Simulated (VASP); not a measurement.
Set up this calculation in VASP 6.6.1, as the native input.

- Task: single point
- Functional: r2SCAN
- Potentials or basis: VASP PAW PBE potentials, release 64 (Pb_d, O_h)
- Cutoff: 910 eV
- k mesh: 6 × 6 × 6
- Occupations: fermi-dirac, width 0.02 eV
- Spin: no spin polarisation
- Dipole correction: no
- Second run: hard_potentials
- Further INCAR settings: ALGO = Normal; EDIFF = 1e-06; NBANDS = 20

The system is PbO2.

```
Pb O
1.0
     0.00000    2.60382    2.60382
     2.60382    0.00000    2.60382
     2.60382    2.60382    0.00000
Pb O
1 2
Direct
  0.00000 0.00000 0.00000
  0.25000 0.25000 0.25000
  0.75000 0.75000 0.75000
```

These files were run (other wordings do the same):

POSCAR

```
PbO2
1.0
    0.0000000000      2.6038196678      2.6038196678
    2.6038196678      0.0000000000      2.6038196678
    2.6038196678      2.6038196678      0.0000000000
Pb O
1 2
Direct
    0.0000000000      0.0000000000      0.0000000000
    0.2500000000      0.2500000000      0.2500000000
    0.7500000000      0.7500000000      0.7500000000
```

INCAR.step1

```
ALGO = Normal
EDIFF = 1E-5
ENCUT = 910
GGA = PE
GGA_COMPAT = F
ISMEAR = -1
LASPH = T
LCHARG = F
LREAL = F
LWAVE = T
NBANDS = 20
NELM = 120
PREC = Accurate
SIGMA = 0.02
```

INCAR.step2

```
ALGO = Normal
EDIFF = 1E-6
ENCUT = 910
GGA_COMPAT = F
ISIF = 2
ISMEAR = -1
ISTART = 1
LASPH = T
LCHARG = F
LMIXTAU = T
LREAL = F
LWAVE = F
METAGGA = R2SCAN
NBANDS = 20
NELM = 120
PREC = Accurate
SIGMA = 0.02
```

KPOINTS

```
k-points
0
Gamma
  6 6 6
```

Potentials or basis: VASP PAW PBE potentials, release 64 (Pb_d, O_h).

Run with:

```sh
$ cat potpaw_PBE.64/Pb_d/POTCAR potpaw_PBE.64/O_h/POTCAR > POTCAR
$ cp INCAR.step1 INCAR
$ mpirun -np 1 vasp_std > vasp.out
$ cp INCAR.step2 INCAR
$ mpirun -np 1 vasp_std > vasp.out
```

It gave:

```json
{
 "Pressure": "13.1 GPa",
 "Band gap on the k mesh": "zero (band 13 reaches 7.22 eV, above the bottom of band 14 at 5.74 eV)"
}
```

Caveat: the cutoff is under 1.25 times the usual one of these potentials, so pressure, stress and relaxed cells hold a basis-set (Pulay) error; the PAW data sets were made with another functional, which shifts forces and pressure a little; spin-orbit coupling is left out, which moves the levels of the heavy elements.

Wall time 73 s on 1 thread of Intel(R) Xeon(R) 6975P-C (Granite Rapids) (shared host), peak memory 0.22 GiB.
